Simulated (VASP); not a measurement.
# WS2 in VASP: notebook

Runs on WS2. Level: PBE+D3(BJ). Tasks: single point.

Everything below comes from runs of VASP 6.6.1. Logs are shortened: lines on timing, memory, paths and dates and some standing lists are left out, and cuts for length are marked.

### 1 The cell of the first run

The cell holds a slab with vacuum, 3 atoms: a = 3.157 Å, b = 3.157 Å, c = 32.291 Å, α = 90.00°, β = 90.00°, γ = 120.00°.

### 2 Single point, PBE+D3(BJ)

Contents of INCAR:

```
SYSTEM = WS2
ALGO = Normal
DIPOL = 0.5 0.5 0.500
EDIFF = 1E-6
ENCUT = 520
GGA = PE
IDIPOL = 3
ISIF = 2
ISMEAR = 0
IVDW = 12
LASPH = .True.
LCHARG = .False.
LDIPOL = .True.
LREAL = .False.
LWAVE = .False.
NBANDS = 20
NELM = 80
PREC = Accurate
SIGMA = 0.1
```

Contents of KPOINTS:

```
k-points
0
Gamma
  6 6 1
  0 0 0
```

Contents of POSCAR:

```
WS2
1.0
    3.1571977692      0.0000000000      0.0000000000
   -1.5785988846      2.7342134729      0.0000000000
    0.0000000000      0.0000000000     32.2910878415
S W
2 1
Direct
    0.3333333333      0.6666666667      0.4512939308
    0.3333333333      0.6666666667      0.5487060692
    0.6666666667      0.3333333333      0.5000183653
```

Potentials or basis: VASP PAW PBE potentials, release 64 (S, W_sv).

The run is started by

```console
$ cat potpaw_PBE.64/S/POTCAR potpaw_PBE.64/W_sv/POTCAR > POTCAR
$ mpirun -np 1 vasp_std > vasp.out
```

OUTCAR:

```text
SYSTEM = WS2
   EDIFF = 1E-6
   ENCUT = 520
   GGA = PE
   ISIF = 2
   ISMEAR = 0
   IVDW = 12
   LASPH = .True.
   LREAL = .False.
   NELM = 80
   PREC = Accurate
 IVDW          = 12

 ion  position               nearest neighbor table
   1  0.333  0.667  0.451-   3 2.41   3 2.41   3 2.41
   2  0.333  0.667  0.549-   3 2.41   3 2.41   3 2.41
   3  0.667  0.333  0.500-   2 2.41   2 2.41   2 2.41   1 2.41   1 2.41   1 2.41

  LATTYP: Found a hexagonal cell.
 ALAT       =     3.1571977692
 C/A-ratio  =    10.2277684840

  Lattice vectors:

 A1 = (   3.1571977692,   0.0000000000,   0.0000000000)
 A2 = (  -1.5785988846,   2.7342134729,   0.0000000000)
 A3 = (   0.0000000000,   0.0000000000,  32.2910878415)

Analysis of symmetry for initial positions (statically):
=====================================================================
 Subroutine PRICEL returns:
 Original cell was already a primitive cell.

 Routine SETGRP: Setting up the symmetry group for a
 hexagonal supercell.

 Subroutine GETGRP returns: Found  6 space group operations
 (whereof  6 operations were pure point group operations)
 out of a pool of 24 trial point group operations.

The static configuration has the point symmetry C_3v.

Analysis of symmetry for dynamics (positions and initial velocities):
=====================================================================
 Subroutine PRICEL returns:
 Original cell was already a primitive cell.

 Routine SETGRP: Setting up the symmetry group for a
 hexagonal supercell.

 Subroutine GETGRP returns: Found  6 space group operations
 (whereof  6 operations were pure point group operations)
 out of a pool of 24 trial point group operations.

The dynamic configuration has the point symmetry C_3v.

 Subroutine INISYM returns: Found  6 space group operations
 (whereof  6 operations are pure point group operations),
 and found     1 'primitive' translations

----------------------------------------------------------------------------------------

                                     Primitive cell

  volume of cell :     278.7513

  direct lattice vectors                    reciprocal lattice vectors
     3.157197769  0.000000000  0.000000000     0.316736572  0.182867945  0.000000000
    -1.578598885  2.734213473  0.000000000     0.000000000  0.365735891  0.000000000
     0.000000000  0.000000000 32.291087842     0.000000000  0.000000000  0.030968297

  length of vectors
     3.157197769  3.157197769 32.291087842     0.365735891  0.365735891  0.030968297

  position of ions in fractional coordinates (direct lattice)
     0.333333333  0.666666667  0.451293931
     0.333333333  0.666666667  0.548706069
     0.666666667  0.333333333  0.500018365

  ion indices of the primitive-cell ions
   primitive index   ion index
                 1           1
                 2           2
                 3           3

----------------------------------------------------------------------------------------

 KPOINTS: k-points

Automatic generation of k-mesh.
 Grid dimensions read from file:
 generate k-points for:    6    6    1

 Generating k-lattice:

  Cartesian coordinates                     Fractional coordinates (reciprocal lattice)
     0.052789429  0.030477991  0.000000000     0.166666667  0.000000000  0.000000000
     0.000000000  0.060955982  0.000000000     0.000000000  0.166666667  0.000000000
     0.000000000  0.000000000  0.030968297     0.000000000  0.000000000  1.000000000

  Length of vectors
     0.060955982  0.060955982  0.030968297

  Shift w.r.t. Gamma in fractional coordinates (k-lattice)
     0.000000000  0.000000000  0.000000000

 Subroutine IBZKPT returns following result:
 ===========================================

 Found      7 irreducible k-points:

 Following reciprocal coordinates:
            Coordinates               Weight
  0.000000  0.000000  0.000000      1.000000
  0.166667  0.000000  0.000000      6.000000
  0.333333 -0.000000  0.000000      6.000000
  0.500000 -0.000000  0.000000      3.000000
  0.166667  0.166667  0.000000      6.000000
  0.333333  0.166667  0.000000     12.000000
  0.333333  0.333333  0.000000      2.000000
   k-points           NKPTS =      7   k-points in BZ     NKDIM =      7   number of bands    NBANDS=     20
   number of dos      NEDOS =    301   number of ions     NIONS =      3
   total plane-waves  NPLWV = 138240
   dimension x,y,z NGX =    24 NGY =   24 NGZ =  240
   dimension x,y,z NGXF=    48 NGYF=   48 NGZF=  480
   ions per type =               2   1
   NGX,Y,Z   is equivalent  to a cutoff of  12.64, 12.64, 12.36 a.u.
   NGXF,Y,Z  is equivalent  to a cutoff of  25.27, 25.27, 24.71 a.u.
 SYSTEM =  WS2
   PREC   = accura    normal or accurate (medium, high low for compatibility)
   ISTART =      0    job   : 0-new  1-cont  2-samecut
   ICHARG =      2    charge: 1-file 2-atom 10-const
   ISPIN  =      1    spin polarized calculation?
   LNONCOLLINEAR =      F non collinear calculations
   LSORBIT =      F    spin-orbit coupling
   LASPH  =      T    aspherical Exc in radial PAW
   ENCUT  =  520.0 eV  38.22 Ry    6.18 a.u.   5.87  5.87 60.04*2*pi/ulx,y,z
   NELM   =     80;   NELMIN=  2; NELMDL= -5     # of ELM steps
   EDIFF  = 0.1E-05   stopping-criterion for ELM
   LREAL  =      F    real-space projection
   EDIFFG = 0.1E-04   stopping-criterion for IOM
   NSW    =      0    number of steps for IOM
   IBRION =     -1    ionic relax: 0-MD 1-quasi-New 2-CG
   NFREE  =      0    steps in history (QN), initial steepest desc. (CG)
   ISIF   =      2    stress and relaxation
   ISYM   =      2    0-nonsym 1-usesym 2-fastsym
   POTIM  = 0.5000    time-step for ionic-motion
   TEBEG  =    0.0;   TEEND  =   0.0 temperature during run
   PSTRESS=    0.0 pullay stress
   NELECT =      26.0000    total number of electrons
   NUPDOWN=      -1.0000    fix difference up-down
   EMIN   =  10.00;   EMAX   =-10.00  energy-range for DOS
   EFERMI =   0.00;   METHOD = LEGACY
   ISMEAR =     0;   SIGMA  =   0.10  broadening in eV -4-tet -1-fermi 0-gaus
   EFERMI_NEDOS =   21; number of points for ismear=-14 and -15
   IALGO  =     38    algorithm
   IMIX   =      4    mixing-type and parameters
     AMIX     =   0.40;   BMIX     =  1.00
     AMIX_MAG =   1.60;   BMIX_MAG =  1.00
  volume/ion in A,a.u.               =      92.92       627.04
  Fermi-wavevector in a.u.,A,eV,Ry     =   0.742438  1.403005  7.499729  0.551215
  Thomas-Fermi vector in A             =   1.837317
   LORBIT       =      0    0 simple, 1 ext, 2 COOP (PROOUT), +10 PAW based schemes
   GGA     = PE    functional components
   LHFCALC =     F    Hartree Fock is set to
   AEXX    =    0.0000 exact exchange contribution
   IVDW    =    12    specifies the selected vdW correction
   LEPSILON=     F    determine dielectric tensor
   LRPA    =     F    only Hartree local field effects (RPA)
 non-spin polarized calculation
 Gauss-broadening in eV      SIGMA  =   0.10
  energy-cutoff  :      520.00
  volume of cell :      278.75
 maximum number of plane-waves:      7536
 NGX is ok and might be reduce to    24
   NGX = 11   NGY = 11   NGZ =121

 dipolmoment           0.000000      0.000000     -0.000029 electrons x Angstroem

 number of electron      25.9999999 magnetization

 dipolmoment           0.000000      0.000000      0.000027 electrons x Angstroem

 Free energy of the ion-electron system (eV)
  ---------------------------------------------------
  ext. energy  EPLUGINS =         0.00000000
  ---------------------------------------------------
  free energy    TOTEN  =       -23.66013944 eV

  energy without entropy =      -23.66013944  energy(sigma->0) =      -23.66013944

 E-fermi :  -2.8218     XC(G=0):  -2.4382

 val. band max:       -3.2672485253   @ k =   0.3333   0.3333   0.0000
 cond. band min:      -1.3452586935   @ k =   0.3333   0.3333   0.0000
 fundamental gap:      1.9219898318
 Fermi energy:        -2.8218347895

 k-point     1 :       0.0000    0.0000    0.0000
  band No.  band energies     occupation
      1     -77.2646      2.00000
      2     -41.5222      2.00000
      3     -41.3432      2.00000
      4     -41.3432      2.00000
      5     -18.1118      2.00000
      6     -16.4724      2.00000
[... 12 lines left out ...]
     19       2.0213      0.00000
     20       2.3380      0.00000

 k-point     2 :       0.1667    0.0000    0.0000
  band No.  band energies     occupation
      1     -77.2599      2.00000
      2     -41.5055      2.00000
      3     -41.4352      2.00000
      4     -41.3646      2.00000
      5     -17.6578      2.00000
      6     -16.3034      2.00000
[... 12 lines left out ...]
     19       2.5715      0.00000
     20       2.9835      0.00000

 k-point     3 :       0.3333   -0.0000    0.0000
  band No.  band energies     occupation
      1     -77.2506      2.00000
      2     -41.6149      2.00000
      3     -41.4720      2.00000
      4     -41.4072      2.00000
      5     -16.5896      2.00000
      6     -15.9164      2.00000
[... 12 lines left out ...]
     19       3.9082      0.00000
     20       4.0550      0.00000

 k-point     4 :       0.5000   -0.0000    0.0000
  band No.  band energies     occupation
      1     -77.2459      2.00000
      2     -41.7028      2.00000
      3     -41.4552      2.00000
      4     -41.4283      2.00000
      5     -15.9110      2.00000
      6     -15.6888      2.00000
[... 12 lines left out ...]
     19       4.3873      0.00000
     20       4.6206      0.00000

 k-point     5 :       0.1667    0.1667    0.0000
  band No.  band energies     occupation
      1     -77.2529      2.00000
      2     -41.5536      2.00000
      3     -41.4804      2.00000
      4     -41.4140      2.00000
      5     -16.8864      2.00000
      6     -16.0168      2.00000
[... 12 lines left out ...]
     19       3.6042      0.00000
     20       4.0943      0.00000

 k-point     6 :       0.3333    0.1667    0.0000
  band No.  band energies     occupation
      1     -77.2459      2.00000
      2     -41.6580      2.00000
      3     -41.4749      2.00000
      4     -41.4552      2.00000
      5     -15.9360      2.00000
      6     -15.6691      2.00000
[... 12 lines left out ...]
     19       4.9632      0.00000
     20       5.1828      0.00000

 k-point     7 :       0.3333    0.3333    0.0000
  band No.  band energies     occupation
      1     -77.2435      2.00000
      2     -41.6120      2.00000
      3     -41.5771      2.00000
      4     -41.4468      2.00000
      5     -15.5797      2.00000
      6     -15.5132      2.00000
[... 12 lines left out ...]
     19       3.8989      0.00000
     20       6.0746      0.00000

------------------------ aborting loop because EDIFF is reached ----------------------------------------

 vacuum level on the upper side and lower side of the slab       (xc-potential included)        -0.103        -0.103

 Edisp (eV)   -0.93180

 E8    (eV) :    -0.4193

  FORCE on cell =-STRESS in cart. coord.  units (eV):
  Direction    XX          YY          ZZ          XY          YZ          ZX
  --------------------------------------------------------------------------------------
  -------------------------------------------------------------------------------------
  Total       0.15826     0.15826     0.25207     0.00000     0.00000     0.00000
  in kB       0.90963     0.90963     1.44883     0.00000     0.00000     0.00000
  external pressure =        1.09 kB  Pullay stress =        0.00 kB

 VOLUME and BASIS-vectors are now :
 -----------------------------------------------------------------------------
  energy-cutoff  :      520.00
  volume of cell :      278.75
      direct lattice vectors                 reciprocal lattice vectors
     3.157197769  0.000000000  0.000000000     0.316736572  0.182867945  0.000000000
    -1.578598885  2.734213473  0.000000000     0.000000000  0.365735891  0.000000000
     0.000000000  0.000000000 32.291087842     0.000000000  0.000000000  0.030968297

 POSITION                                       TOTAL-FORCE (eV/Angst)
 -----------------------------------------------------------------------------------
     -0.00000      1.82281     14.57277        -0.000000      0.000000     -0.079402
     -0.00000      1.82281     17.71832        -0.000000      0.000000      0.098977
      1.57860      0.91140     16.14614         0.000000     -0.000000     -0.019575
 -----------------------------------------------------------------------------------
    total drift:                               -0.000000     -0.000000     -0.000006

  FREE ENERGIE OF THE ION-ELECTRON SYSTEM (eV)
  ---------------------------------------------------
  free  energy   TOTEN  =       -24.5919443903 eV

  energy  without entropy=      -24.5919443903  energy(sigma->0) =      -24.59194439

 vacuum level on the upper side and lower side of the slab         2.328         2.328
```

Run time: 83 s. Hardware: 1 thread of Intel Xeon Platinum 8488C (Sapphire Rapids), shared host; peak memory 0.37 GiB.

Results:

| Quantity | Value |
| --- | --- |
| Free energy | -24.5919 eV |
| Largest force | 0.099 eV/Å |
| Band gap on the k mesh | 1.92 eV, direct |
| Dispersion energy per atom | -0.311 eV |

Forces in eV/Å, atoms in the order of the input:
```
S    0.000  0.000 -0.079
S    0.000  0.000  0.099
W    0.000  0.000 -0.020
```

Caveat: spin-orbit coupling is left out, which moves the levels of the heavy elements.

(Part 1 of 2 ends here.)
